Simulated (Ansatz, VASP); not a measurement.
**Two plane-wave programs on Zn3SeS2**

INCAR

```
SYSTEM = Zn3SeS2
PREC = Accurate
ENCUT = 520
EDIFF = 1E-6
ISMEAR = 0
SIGMA = 0.1
LREAL = .FALSE.
LASPH = .TRUE.
NELM = 60
ALGO = Normal
ISIF = 2
LWAVE = .FALSE.
LCHARG = .FALSE.
GGA = PE
NBANDS = 36
```

KPOINTS

```
Automatic mesh
0
G
  6 6 2
  0 0 0
```

File POSCAR:

```
Zn3SeS2
1.0
    3.8328771300      0.0000000000      0.0000000000
   -1.9164385600      3.3193689600      0.0000000000
    0.0000000000      0.0000000000      9.3885932100
Zn Se S
3 1 2
Direct
    0.0000000000      0.0000000000      0.0000000000
    0.3333333300      0.6666666700      0.6666666700
    0.6666666700      0.3333333300      0.3333333300
    0.3333333300      0.6666666700      0.9166666700
    0.6666666700      0.3333333300      0.5833333300
    0.0000000000      0.0000000000      0.2500000000
```

Input for Ansatz:

```yaml
crystal:
  lattice:
    - [3.83287713, 0.0, 0.0]
    - [-1.91643856, 3.31936896, 0.0]
    - [0.0, 0.0, 9.38859321]
  atoms:
    - { symbol: Zn, position: [0.0, 0.0, 0.0] }
    - { symbol: Zn, position: [0.33333333, 0.66666667, 0.66666667] }
    - { symbol: Zn, position: [0.66666667, 0.33333333, 0.33333333] }
    - { symbol: Se, position: [0.33333333, 0.66666667, 0.91666667] }
    - { symbol: S, position: [0.66666667, 0.33333333, 0.58333333] }
    - { symbol: S, position: [0.0, 0.0, 0.25] }
basis:
  ecutwfc: 420
kpoints:
  mp_grid: { grid: [6, 6, 2] }
hamiltonian:
  xc: pbe
scf:
  occupations: { method: gaussian, width: 0.1 }
  lower_state_search: "off"
output:
  forces: true
  stress: true
  eigenvalues: true
```

Alike in both runs: task single point; functional PBE; k mesh 6 × 6 × 2; occupations gaussian, width 0.1 eV; no spin polarisation.

|  | VASP | Ansatz |
| --- | --- | --- |
| version | VASP 6.6.1 | Ansatz 0.2.0 |
| potentials or method | VASP PAW PBE potentials, release 64 (Zn, Se, S), cutoff 520 eV | scalar-relativistic, plane waves, PAW |
| valence electrons in the cell | 54 | 64 |

VASP gave:

* gap on the k mesh at the Fermi level (eV): 1.94
* least direct gap on the mesh (eV): 1.94
* pressure (GPa): 5.5
* traceless stress, the component that is largest in VASP (GPa): -0.11
* rms of the force components (eV/Å): 0.261

Q: What did Ansatz give for the same quantities?

A: gap on the k mesh at the Fermi level (eV): 1.93; least direct gap on the mesh (eV): 1.93; pressure (GPa): 5.2; traceless stress, the component that is largest in VASP (GPa): -0.11; rms of the force components (eV/Å): 0.256.

Atom by atom the forces differ by 0.005 eV/Å (rms over components). With one functional, cell and mesh, what is left measures potentials, basis and numerics. VASP's potentials hold 54 valence electrons a cell and Ansatz's 64, so a difference there can come from the potentials and not from the codes.
